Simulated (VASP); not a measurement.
# Au (C2/c) in VASP: single point with LDA

Aim: the single point of Au with LDA.

All numbers are computed with VASP 6.6.1; they aren't measurements. Logs are shortened: lines on timing, memory, paths and dates and some standing lists are left out, and cuts for length are marked.

## (1) The cell of the first run

The typed cell holds 2 atoms: a = 4.700 Å, b = 4.700 Å, c = 2.804 Å, α = 89.99°, β = 89.99°, γ = 146.10°.

## (2) Single point, LDA

The input, INCAR:

```
SYSTEM = Au
PREC = Accurate
ENCUT = 520
EDIFF = 1E-6
ISMEAR = -1
SIGMA = 0.1
LREAL = .False.
LASPH = .True.
NELM = 60
ALGO = Normal
ISIF = 2
LWAVE = .False.
LCHARG = .False.
GGA = CA
ISYM = 0
NBANDS = 18
```

The input, KPOINTS:

```
Automatic mesh
0
Gamma
  13 13 9
  0 0 0
```

The input, POSCAR:

```
Au
1.0
   -2.9743917427      3.3833619228      1.3391673577
    3.3833619228     -2.9743917427      1.3391673577
    1.9382920456      1.9382920456     -0.5901377239
Au
2
Direct
    0.0073149190      0.9926850810      0.0000000000
    0.7426850810      0.2573149190      0.5000000000
```

Potentials or basis: VASP PAW LDA potentials, release 64 (Au).

On the command line:

```console
$ cat potpaw_LDA.64/Au/POTCAR > POTCAR
$ mpirun -np 1 vasp_std > vasp.out
```

OUTCAR:

```text
SYSTEM = Au
   PREC = Accurate
   ENCUT = 520
   EDIFF = 1E-6
   ISMEAR = -1
   LREAL = .False.
   LASPH = .True.
   NELM = 60
   ISIF = 2
   GGA = CA
   ISYM = 0

 ion  position               nearest neighbor table
   1  0.007  0.993  0.000-   2 2.76   2 2.76   2 2.88   2 2.88   2 2.89   2 2.89
   2  0.743  0.257  0.500-   1 2.76   1 2.76   1 2.88   1 2.88   1 2.89   1 2.89

IMPORTANT INFORMATION: All symmetrisations will be switched off!
NOSYMM: (Re-)initialisation of all symmetry stuff for point group C_1.

----------------------------------------------------------------------------------------

                                     Primitive cell

  volume of cell :      34.5400

  direct lattice vectors                    reciprocal lattice vectors
    -2.974391743  3.383361923  1.339167358    -0.024331082  0.132957177  0.356779592
     3.383361923 -2.974391743  1.339167358     0.132957177 -0.024331082  0.356779592
     1.938292046  1.938292046 -0.590137724     0.246499275  0.246499275 -0.075278756

  length of vectors
     4.699735455  4.699735455  2.803964094     0.381524953  0.381524953  0.356638018

  position of ions in fractional coordinates (direct lattice)
     0.007314919  0.992685081  1.000000000
     0.742685081  0.257314919  0.500000000

  ion indices of the primitive-cell ions
   primitive index   ion index
                 1           1
                 2           2

----------------------------------------------------------------------------------------

 KPOINTS: Automatic mesh

Automatic generation of k-mesh.
 Grid dimensions read from file:
 generate k-points for:   13   13    9

 Generating k-lattice:

  Cartesian coordinates                     Fractional coordinates (reciprocal lattice)
    -0.001871622  0.010227475  0.027444584     0.076923077  0.000000000 -0.000000000
     0.010227475 -0.001871622  0.027444584     0.000000000  0.076923077 -0.000000000
     0.027388808  0.027388808 -0.008364306    -0.000000000 -0.000000000  0.111111111

  Length of vectors
     0.029348073  0.029348073  0.039626446

  Shift w.r.t. Gamma in fractional coordinates (k-lattice)
     0.000000000  0.000000000  0.000000000

 Subroutine IBZKPT returns following result:
 ===========================================

 Found    761 irreducible k-points:

 Following reciprocal coordinates:
[... 33 lines left out ...]
   NGXF,Y,Z  is equivalent  to a cutoff of  25.47, 25.47, 28.46 a.u.
 SYSTEM =  Au
   PREC   = accura    normal or accurate (medium, high low for compatibility)
   ISTART =      0    job   : 0-new  1-cont  2-samecut
   ICHARG =      2    charge: 1-file 2-atom 10-const
   ISPIN  =      1    spin polarized calculation?
   LNONCOLLINEAR =      F non collinear calculations
   LSORBIT =      F    spin-orbit coupling
   LASPH  =      T    aspherical Exc in radial PAW
   ENCUT  =  520.0 eV  38.22 Ry    6.18 a.u.   8.74  8.74  5.21*2*pi/ulx,y,z
   NELM   =     60;   NELMIN=  2; NELMDL= -5     # of ELM steps
   EDIFF  = 0.1E-05   stopping-criterion for ELM
   LREAL  =      F    real-space projection
   EDIFFG = 0.1E-04   stopping-criterion for IOM
   NSW    =      0    number of steps for IOM
   IBRION =     -1    ionic relax: 0-MD 1-quasi-New 2-CG
   NFREE  =      0    steps in history (QN), initial steepest desc. (CG)
   ISIF   =      2    stress and relaxation
   ISYM   =      0    0-nonsym 1-usesym 2-fastsym
   POTIM  = 0.5000    time-step for ionic-motion
   TEBEG  =    0.0;   TEEND  =   0.0 temperature during run
   PSTRESS=    0.0 pullay stress
   NELECT =      22.0000    total number of electrons
   NUPDOWN=      -1.0000    fix difference up-down
   EMIN   =  10.00;   EMAX   =-10.00  energy-range for DOS
   EFERMI =   0.00;   METHOD = LEGACY
   ISMEAR =    -1;   SIGMA  =   0.10  broadening in eV -4-tet -1-fermi 0-gaus
   EFERMI_NEDOS =   21; number of points for ismear=-14 and -15
   IALGO  =     38    algorithm
   IMIX   =      4    mixing-type and parameters
     AMIX     =   0.40;   BMIX     =  1.00
     AMIX_MAG =   1.60;   BMIX_MAG =  1.00
  volume/ion in A,a.u.               =      17.27       116.54
  Fermi-wavevector in a.u.,A,eV,Ry     =   1.408558  2.661789 26.994446  1.984036
  Thomas-Fermi vector in A             =   2.530704
   LORBIT       =      0    0 simple, 1 ext, 2 COOP (PROOUT), +10 PAW based schemes
   GGA     = CA    functional components
   LHFCALC =     F    Hartree Fock is set to
   AEXX    =    0.0000 exact exchange contribution
   IVDW    =     0    specifies the selected vdW correction
   LEPSILON=     F    determine dielectric tensor
   LRPA    =     F    only Hartree local field effects (RPA)
 non-spin polarized calculation
  energy-cutoff  :      520.00
  volume of cell :       34.54
 maximum number of plane-waves:       944
   NGX = 17   NGY = 17   NGZ = 11

 number of electron      22.0000000 magnetization

 Free energy of the ion-electron system (eV)
  ---------------------------------------------------
  ext. energy  EPLUGINS =         0.00000000
  ---------------------------------------------------
  free energy    TOTEN  =        -8.75742594 eV

  energy without entropy =       -8.73993802  energy(sigma->0) =       -8.74868198

 E-fermi :   8.9463     XC(G=0): -12.8589

 val. band max:        8.9415134592   @ k =  -0.0769  -0.4615  -0.1111
 cond. band min:       8.9613994078   @ k =  -0.0769   0.2308   0.0000
 fundamental gap:      0.0198859487
 Fermi energy:         8.9462837312

 k-point     1 :       0.0000    0.0000    0.0000
  band No.  band energies     occupation
      1      -0.7520      2.00000
      2       1.8357      2.00000
      3       2.4959      2.00000
      4       3.0987      2.00000
      5       4.3282      2.00000
      6       4.8887      2.00000
[... 481 lines left out ...]
      5       4.7790      2.00000
      6       5.0133      2.00000
[... 10 lines left out ...]
     17      24.8680      0.00000
     18      25.6222      0.00000

 [... further k-points ...]
[... 5 lines left out ...]
  --------------------------------------------------------------------------------------
  -------------------------------------------------------------------------------------
  Total        0.1007317      0.1007338      0.1115392      0.0007800      0.0013486      0.0013492
  in kB        4.6725470      4.6726442      5.1738669      0.0361816      0.0625567      0.0625850
  external PRESSURE =       4.8396860 kB  Pullay stress =       0.0000000 kB

 VOLUME and BASIS-vectors are now :
 -----------------------------------------------------------------------------
  energy-cutoff  :      520.00
  volume of cell :       34.54
      direct lattice vectors                 reciprocal lattice vectors
    -2.974391743  3.383361923  1.339167358    -0.024331082  0.132957177  0.356779592
     3.383361923 -2.974391743  1.339167358     0.132957177 -0.024331082  0.356779592
     1.938292046  1.938292046 -0.590137724     0.246499275  0.246499275 -0.075278756

 POSITION                                       TOTAL-FORCE (eV/Angst)
 -----------------------------------------------------------------------------------
      3.33686     -2.92789      1.33917        -0.002069      0.002069      0.000000
     -0.36930      2.71656      1.04410         0.002069     -0.002069     -0.000000
 -----------------------------------------------------------------------------------
    total drift:                               -0.000000     -0.000002     -0.000001

  FREE ENERGIE OF THE ION-ELECTRON SYSTEM (eV)
  ---------------------------------------------------
  free  energy   TOTEN  =        -8.7574259406 eV

  energy  without entropy=       -8.7399380242  energy(sigma->0) =       -8.74868198
```

OSZICAR:

```text
N       E                     dE             d eps       ncg     rms          rms(c)
DAV:   1     0.122586578433E+03    0.12259E+03   -0.11553E+04 28084   0.117E+03
DAV:   2    -0.733884443816E+01   -0.12993E+03   -0.12401E+03 29018   0.262E+02
DAV:   3    -0.943765858332E+01   -0.20988E+01   -0.20883E+01 32684   0.340E+01
DAV:   4    -0.944739150672E+01   -0.97329E-02   -0.97319E-02 30700   0.244E+00
DAV:   5    -0.944748476060E+01   -0.93254E-04   -0.93254E-04 31118   0.251E-01    0.140E+01
DAV:   6    -0.880840852359E+01    0.63908E+00   -0.12998E+00 29224   0.100E+01    0.873E+00
DAV:   7    -0.876386370893E+01    0.44545E-01   -0.10156E-01 31884   0.274E+00    0.367E+00
DAV:   8    -0.875742917677E+01    0.64345E-02   -0.82849E-03 29264   0.791E-01    0.333E-01
DAV:   9    -0.875742637520E+01    0.28016E-05   -0.53959E-05 30600   0.565E-02    0.509E-02
DAV:  10    -0.875742511636E+01    0.12588E-05   -0.21887E-06 29884   0.111E-02    0.685E-03
DAV:  11    -0.875742594058E+01   -0.82422E-06   -0.29794E-07 16226   0.444E-03
   1 F= -.87574259E+01 E0= -.87486820E+01  d E =-.174879E-01
```

Run time: 2.1 min. Hardware: 1 thread of Intel Xeon 6975P-C (Granite Rapids), shared host; peak memory 0.47 GiB.

What came out:

- Free energy: -8.7574 eV
- Pressure: 0.5 GPa
- Band gap on the k mesh: zero (bands 11 and 12 overlap by 5.01 eV)

Forces in eV/Å, atoms in the order of the input:
```
Au  -0.002  0.002  0.000
Au   0.002 -0.002  0.000
```

Caveat: spin-orbit coupling is left out, which moves the levels of the heavy elements.
